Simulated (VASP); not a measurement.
# Te2Mo in VASP: single point with PBE

Aim: the single point of Te2Mo with PBE.

Everything below comes from runs of VASP 6.6.1. Logs are shortened: lines on timing, memory, paths and dates and some standing lists are left out, and cuts for length are marked.

**1. The cell of the first run**

The typed cell holds 6 atoms: a = 3.557 Å, b = 3.557 Å, c = 15.750 Å, α = 76.95°, β = 76.95°, γ = 60.00°.

**2. Single point, PBE (the part above a cut slid along it)**

INCAR

```
PREC = Accurate
ENCUT = 520
EDIFF = 1E-6
ISMEAR = 0
SIGMA = 0.05
LREAL = False
LASPH = True
NELM = 100
ALGO = Normal
ISIF = 2
LWAVE = False
LCHARG = False
GGA = PE
NBANDS = 35
```

KPOINTS

```
regular mesh
0
Gamma
  9 9 2
```

POSCAR

```
Te2Mo
1.0
   -1.7785332447     -3.0805099428      0.0000000000
    1.7785332447     -3.0805099428      0.0000000000
    0.0000000000     -4.1075519577     15.2047171722
Te Mo
4 2
Direct
    0.5792660683      0.5792660683      0.1310943429
   -0.0874172651     -0.0874172651      0.6310943429
    0.4207172651      0.4207172651      0.3689056571
   -0.2459660683     -0.2459660683      0.8689056571
    0.1666416667      0.1666416667      0.7500000000
    0.1666583333      0.1666583333      0.2500000000
```

Potentials or basis: VASP PAW PBE potentials, release 64 (Te, Mo_sv).

Run with:

```bash
cat potpaw_PBE.64/Te/POTCAR potpaw_PBE.64/Mo_sv/POTCAR > POTCAR
mpirun -np 1 vasp_std > vasp.out
```

OUTCAR:

```text
PREC = Accurate
   ENCUT = 520
   EDIFF = 1E-6
   ISMEAR = 0
   LREAL = False
   LASPH = True
   NELM = 100
   ISIF = 2
   GGA = PE

 ion  position               nearest neighbor table
   1  0.579  0.579  0.131-   6 2.74   6 2.74   6 2.74   3 3.62
   2  0.913  0.913  0.631-   5 2.74   5 2.74   5 2.74   4 3.62
   3  0.421  0.421  0.369-   6 2.74   6 2.74   6 2.74   1 3.62
   4  0.754  0.754  0.869-   5 2.74   5 2.74   5 2.74   2 3.62
   5  0.167  0.167  0.750-   4 2.74   4 2.74   2 2.74   2 2.74   2 2.74   4 2.74
   6  0.167  0.167  0.250-   1 2.74   1 2.74   3 2.74   3 2.74   3 2.74   1 2.74

  LATTYP: Found a trigonal (rhomboedric) cell.
 ALAT       =    15.3427970100
 COS(alpha) =     0.9731251494

  Lattice vectors:

 A1 = (   1.7785332447,  -1.0270420149,  15.2047171722)
 A2 = (  -0.0000000000,   2.0534679279,  15.2047171722)
 A3 = (  -1.7785332447,  -1.0270420149,  15.2047171722)

Analysis of symmetry for initial positions (statically):
=====================================================================
 Subroutine PRICEL returns:
 Original cell was already a primitive cell.

 Routine SETGRP: Setting up the symmetry group for a
 trigonal (rhombohedral) supercell.

 Subroutine GETGRP returns: Found  4 space group operations
 (whereof  2 operations were pure point group operations)
 out of a pool of 12 trial point group operations.

The static configuration has the point symmetry C_1h.
 The point group associated with its full space group is C_2h.

Analysis of symmetry for dynamics (positions and initial velocities):
=====================================================================
 Subroutine PRICEL returns:
 Original cell was already a primitive cell.

 Routine SETGRP: Setting up the symmetry group for a
 trigonal (rhombohedral) supercell.

 Subroutine GETGRP returns: Found  4 space group operations
 (whereof  2 operations were pure point group operations)
 out of a pool of 12 trial point group operations.

The dynamic configuration has the point symmetry C_1h.
 The point group associated with its full space group is C_2h.

 Subroutine INISYM returns: Found  4 space group operations
 (whereof  2 operations are pure point group operations),
 and found     1 'primitive' translations

----------------------------------------------------------------------------------------

                                     Primitive cell

  volume of cell :     166.6069

  direct lattice vectors                    reciprocal lattice vectors
    -1.778533245 -3.080509943  0.000000000    -0.281130534 -0.162310789 -0.043848234
     1.778533245 -3.080509943  0.000000000     0.281130534 -0.162310789 -0.043848234
     0.000000000 -4.107551958 15.204717172     0.000000000  0.000000000  0.065769063

  length of vectors
     3.557066489  3.557066489 15.749774836     0.327569591  0.327569591  0.065769063

  position of ions in fractional coordinates (direct lattice)
     0.579266068  0.579266068  0.131094343
     0.912582735  0.912582735  0.631094343
     0.420717265  0.420717265  0.368905657
     0.754033932  0.754033932  0.868905657
     0.166641667  0.166641667  0.750000000
     0.166658333  0.166658333  0.250000000

  ion indices of the primitive-cell ions
   primitive index   ion index
                 1           1
                 2           2
                 3           3
                 4           4
                 5           5
                 6           6

----------------------------------------------------------------------------------------

 KPOINTS: regular mesh

Automatic generation of k-mesh.
 Grid dimensions read from file:
 generate k-points for:    9    9    2

 Generating k-lattice:

  Cartesian coordinates                     Fractional coordinates (reciprocal lattice)
    -0.031236726 -0.018034532 -0.004872026     0.111111111  0.000000000  0.000000000
     0.031236726 -0.018034532 -0.004872026     0.000000000  0.111111111  0.000000000
     0.000000000  0.000000000  0.032884531     0.000000000  0.000000000  0.500000000

  Length of vectors
     0.036396621  0.036396621  0.032884531

  Shift w.r.t. Gamma in fractional coordinates (k-lattice)
     0.000000000  0.000000000  0.000000000

 -----------------------------------------------------------------------------
|                                                                             |
|           W    W    AA    RRRRR   N    N  II  N    N   GGGG   !!!           |
|           W    W   A  A   R    R  NN   N  II  NN   N  G    G  !!!           |
|           W    W  A    A  R    R  N N  N  II  N N  N  G       !!!           |
|           W WW W  AAAAAA  RRRRR   N  N N  II  N  N N  G  GGG   !            |
|           WW  WW  A    A  R   R   N   NN  II  N   NN  G    G                |
|           W    W  A    A  R    R  N    N  II  N    N   GGGG   !!!           |
|                                                                             |
|     Your reciprocal lattice and k-lattice belong to different lattice       |
|     classes:                                                                |
|                                                                             |
|        The reciprocal lattice is rhombohedral (trigonal),                   |
|        whereas your k-lattice is base-centered monoclinic.                  |
|                                                                             |
|     Results are often still useful ...                                      |
|                                                                             |
 -----------------------------------------------------------------------------

 WARNING: IBZKPT: internal override: KBLOWUP is changed to .FALSE.
      ... skipping the blow-up phase ...

 Subroutine IBZKPT returns following result:
 ===========================================

 Found     50 irreducible k-points:

 Following reciprocal coordinates:
            Coordinates               Weight
  0.000000  0.000000  0.000000      1.000000
  0.111111  0.000000  0.000000      4.000000
  0.222222  0.000000  0.000000      4.000000
  0.333333  0.000000 -0.000000      4.000000
  0.444444  0.000000  0.000000      4.000000
  0.111111  0.111111  0.000000      2.000000
[... 16 lines left out ...]
 -0.333333  0.333333  0.000000      2.000000
  0.444444  0.444444  0.000000      2.000000
 [... further k-points ...]
   k-points           NKPTS =     50   k-points in BZ     NKDIM =     50   number of bands    NBANDS=     35
   number of dos      NEDOS =    301   number of ions     NIONS =      6
   total plane-waves  NPLWV =  94080
   dimension x,y,z NGX =    28 NGY =   28 NGZ =  120
   dimension x,y,z NGXF=    56 NGYF=   56 NGZF=  240
   ions per type =               4   2
   NGX,Y,Z   is equivalent  to a cutoff of  13.09, 13.09, 12.67 a.u.
   NGXF,Y,Z  is equivalent  to a cutoff of  26.17, 26.17, 25.33 a.u.
 SYSTEM =  unknown system
   PREC   = accura    normal or accurate (medium, high low for compatibility)
   ISTART =      0    job   : 0-new  1-cont  2-samecut
   ICHARG =      2    charge: 1-file 2-atom 10-const
   ISPIN  =      1    spin polarized calculation?
   LNONCOLLINEAR =      F non collinear calculations
   LSORBIT =      F    spin-orbit coupling
   LASPH  =      T    aspherical Exc in radial PAW
   ENCUT  =  520.0 eV  38.22 Ry    6.18 a.u.   6.61  6.61 29.28*2*pi/ulx,y,z
   NELM   =    100;   NELMIN=  2; NELMDL= -5     # of ELM steps
   EDIFF  = 0.1E-05   stopping-criterion for ELM
   LREAL  =      F    real-space projection
   EDIFFG = 0.1E-04   stopping-criterion for IOM
   NSW    =      0    number of steps for IOM
   IBRION =     -1    ionic relax: 0-MD 1-quasi-New 2-CG
   NFREE  =      0    steps in history (QN), initial steepest desc. (CG)
   ISIF   =      2    stress and relaxation
   ISYM   =      2    0-nonsym 1-usesym 2-fastsym
   POTIM  = 0.5000    time-step for ionic-motion
   TEBEG  =    0.0;   TEEND  =   0.0 temperature during run
   PSTRESS=    0.0 pullay stress
   NELECT =      52.0000    total number of electrons
   NUPDOWN=      -1.0000    fix difference up-down
   EMIN   =  10.00;   EMAX   =-10.00  energy-range for DOS
   EFERMI =   0.00;   METHOD = LEGACY
   ISMEAR =     0;   SIGMA  =   0.05  broadening in eV -4-tet -1-fermi 0-gaus
   EFERMI_NEDOS =   21; number of points for ismear=-14 and -15
   IALGO  =     38    algorithm
   IMIX   =      4    mixing-type and parameters
     AMIX     =   0.40;   BMIX     =  1.00
     AMIX_MAG =   1.60;   BMIX_MAG =  1.00
  volume/ion in A,a.u.               =      27.77       187.39
  Fermi-wavevector in a.u.,A,eV,Ry     =   1.110482  2.098507 16.778308  1.233171
  Thomas-Fermi vector in A             =   2.247034
   LORBIT       =      0    0 simple, 1 ext, 2 COOP (PROOUT), +10 PAW based schemes
   GGA     = PE    functional components
   LHFCALC =     F    Hartree Fock is set to
   AEXX    =    0.0000 exact exchange contribution
   IVDW    =     0    specifies the selected vdW correction
   LEPSILON=     F    determine dielectric tensor
   LRPA    =     F    only Hartree local field effects (RPA)
 non-spin polarized calculation
 Gauss-broadening in eV      SIGMA  =   0.05
  energy-cutoff  :      520.00
  volume of cell :      166.61
 maximum number of plane-waves:      4538
   NGX = 13   NGY = 13   NGZ = 59

 number of electron      52.0000001 magnetization

 Free energy of the ion-electron system (eV)
  ---------------------------------------------------
  ext. energy  EPLUGINS =         0.00000000
  ---------------------------------------------------
  free energy    TOTEN  =       -36.02290510 eV

  energy without entropy =      -36.02290510  energy(sigma->0) =      -36.02290510

 E-fermi :   6.9373     XC(G=0):  -9.7706

 val. band max:        6.7161506014   @ k =  -0.3333   0.3333   0.0000
 cond. band min:       7.7683691960   @ k =  -0.3333   0.3333   0.0000
 fundamental gap:      1.0522185946
 Fermi energy:         6.9373083878

 k-point     1 :       0.0000    0.0000    0.0000
  band No.  band energies     occupation
      1     -53.9915      2.00000
      2     -53.9915      2.00000
      3     -28.1378      2.00000
      4     -28.1378      2.00000
      5     -28.0335      2.00000
      6     -28.0335      2.00000
[... 27 lines left out ...]
     34      10.0258      0.00000
     35      11.9178      0.00000

 k-point     2 :       0.1111    0.0000    0.0000
  band No.  band energies     occupation
      1     -53.9905      2.00000
      2     -53.9905      2.00000
      3     -28.1349      2.00000
      4     -28.1349      2.00000
      5     -28.0470      2.00000
      6     -28.0470      2.00000
[... 27 lines left out ...]
     34       9.9099      0.00000
     35      12.4044      0.00000

 k-point     3 :       0.2222    0.0000    0.0000
  band No.  band energies     occupation
      1     -53.9881      2.00000
      2     -53.9880      2.00000
      3     -28.1275      2.00000
      4     -28.1275      2.00000
      5     -28.0808      2.00000
      6     -28.0808      2.00000
[... 27 lines left out ...]
     34      10.1759      0.00000
     35      12.6513      0.00000

 k-point     4 :       0.3333    0.0000   -0.0000
  band No.  band energies     occupation
      1     -53.9853      2.00000
      2     -53.9853      2.00000
      3     -28.1191      2.00000
      4     -28.1191      2.00000
      5     -28.1190      2.00000
      6     -28.1190      2.00000
[... 27 lines left out ...]
     34      10.3617      0.00000
     35      12.0837      0.00000

 k-point     5 :       0.4444    0.0000    0.0000
  band No.  band energies     occupation
      1     -53.9834      2.00000
      2     -53.9834      2.00000
      3     -28.1439      2.00000
      4     -28.1439      2.00000
      5     -28.1135      2.00000
      6     -28.1135      2.00000
[... 638 lines left out ...]
 k-point    22 :      -0.4444    0.3333   -0.0000
  band No.  band energies     occupation
      1     -53.9826      2.00000
      2     -53.9826      2.00000
      3     -28.1306      2.00000
      4     -28.1306      2.00000
      5     -28.1111      2.00000
      6     -28.1111      2.00000
[... 27 lines left out ...]
     34      10.4810      0.00000
     35      11.1620      0.00000

 k-point    23 :      -0.3333    0.3333    0.0000
  band No.  band energies     occupation
      1     -53.9822      2.00000
      2     -53.9822      2.00000
      3     -28.1201      2.00000
      4     -28.1201      2.00000
      5     -28.1096      2.00000
      6     -28.1096      2.00000
[... 27 lines left out ...]
     34      10.8442      0.00000
     35      11.3018      0.00000

 k-point    24 :       0.4444    0.4444    0.0000
  band No.  band energies     occupation
      1     -53.9834      2.00000
      2     -53.9834      2.00000
      3     -28.1439      2.00000
      4     -28.1439      2.00000
      5     -28.1135      2.00000
      6     -28.1135      2.00000
[... 27 lines left out ...]
     34      10.4350      0.00000
     35      10.5984      0.00000

 [... further k-points ...]

------------------------ aborting loop because EDIFF is reached ----------------------------------------

  FORCE on cell =-STRESS in cart. coord.  units (eV):
  Direction    XX          YY          ZZ          XY          YZ          ZX
  --------------------------------------------------------------------------------------
  -------------------------------------------------------------------------------------
  Total        0.0238043      0.0234725      0.8089243      0.0000000      0.0000636      0.0000000
  in kB        0.2289141      0.2257237      7.7790314      0.0000000      0.0006114      0.0000000
  external PRESSURE =       2.7445564 kB  Pullay stress =       0.0000000 kB

 VOLUME and BASIS-vectors are now :
 -----------------------------------------------------------------------------
  energy-cutoff  :      520.00
  volume of cell :      166.61
      direct lattice vectors                 reciprocal lattice vectors
    -1.778533245 -3.080509943  0.000000000    -0.281130534 -0.162310789 -0.043848234
     1.778533245 -3.080509943  0.000000000     0.281130534 -0.162310789 -0.043848234
     0.000000000 -4.107551958 15.204717172     0.000000000  0.000000000  0.065769063

 POSITION                                       TOTAL-FORCE (eV/Angst)
 -----------------------------------------------------------------------------------
      0.00000     -4.10735      1.99325         0.000000      0.000028      0.114290
      0.00000     -8.21469      9.59561         0.000000     -0.000045     -0.010872
      0.00000     -4.10735      5.60911         0.000000      0.000045      0.010872
      0.00000     -8.21469     13.21146         0.000000     -0.000028     -0.114290
      0.00000     -4.10735     11.40354         0.000000      0.000093     -0.027343
      0.00000     -2.05367      3.80118         0.000000     -0.000093      0.027343
 -----------------------------------------------------------------------------------
    total drift:                                0.000000     -0.000011     -0.000022

  FREE ENERGIE OF THE ION-ELECTRON SYSTEM (eV)
  ---------------------------------------------------
  free  energy   TOTEN  =       -36.0229051029 eV

  energy  without entropy=      -36.0229051029  energy(sigma->0) =      -36.02290510
```

It took 2.9 min on 1 thread of Intel Xeon 6975P-C (Granite Rapids), shared host; peak memory 0.44 GiB.

Results:

```yaml
Free_energy: -36.0229 eV
Pressure: 0.3 GPa
Largest_force: 0.114 eV/Å
Band_gap_on_the_k_mesh: 1.05 eV
```

Forces on the atoms (eV/Å):
```
Te   0.000  0.000  0.114
Te   0.000  0.000 -0.011
Te   0.000  0.000  0.011
Te   0.000  0.000 -0.114
Mo   0.000  0.000 -0.027
Mo   0.000  0.000  0.027
```

Caveat: the cell differs from its parent crystal (the part above a cut slid along it); spin-orbit coupling is left out, which moves the levels of the heavy elements. A k mesh can miss the band edges.
